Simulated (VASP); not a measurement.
Input of a VASP 6.6.1 run:

Contents of INCAR:

```
SYSTEM = K3Li
  PREC = Accurate
  ENCUT = 750
  EDIFF = 1E-6
  ISMEAR = 1
  SIGMA = 0.3
  LREAL = .FALSE.
  LASPH = .TRUE.
  NELM = 120
  ALGO = Normal
  ISIF = 2
  LWAVE = .FALSE.
  LCHARG = .FALSE.
  NBANDS = 23
  GGA_COMPAT = .FALSE.
```

Contents of KPOINTS:

```
Automatic mesh
0
G
  4 4 4
  0 0 0
```

File POSCAR:

```
K3Li
1.0
    6.1851970000      0.0000000000      0.0000000000
    0.0000000000      6.1851970000      0.0000000000
    0.0000000000      0.0000000000      6.1851970000
K Li
3 1
Direct
    0.0000000000      0.5000000000      0.5000000000
    0.5000000000      0.0000000000      0.5000000000
    0.5000000000      0.5000000000      0.0000000000
    0.0000000000      0.0000000000      0.0000000000
```

Potentials or basis: VASP PAW LDA potentials, release 64 (K_sv, Li_sv).

Command:

```console
$ cat potpaw_LDA.64/K_sv/POTCAR potpaw_LDA.64/Li_sv/POTCAR > POTCAR
$ mpirun -np 1 vasp_std > vasp.out
```

Problem. What does it give for the pressure?

Solution. -0.6 GPa.

Problem. What does it give for the band gap on the k mesh?

Solution. Zero (bands 15 and 16 overlap by 1.01 eV).

Caveat: so wide a smearing shifts energies and pressures.
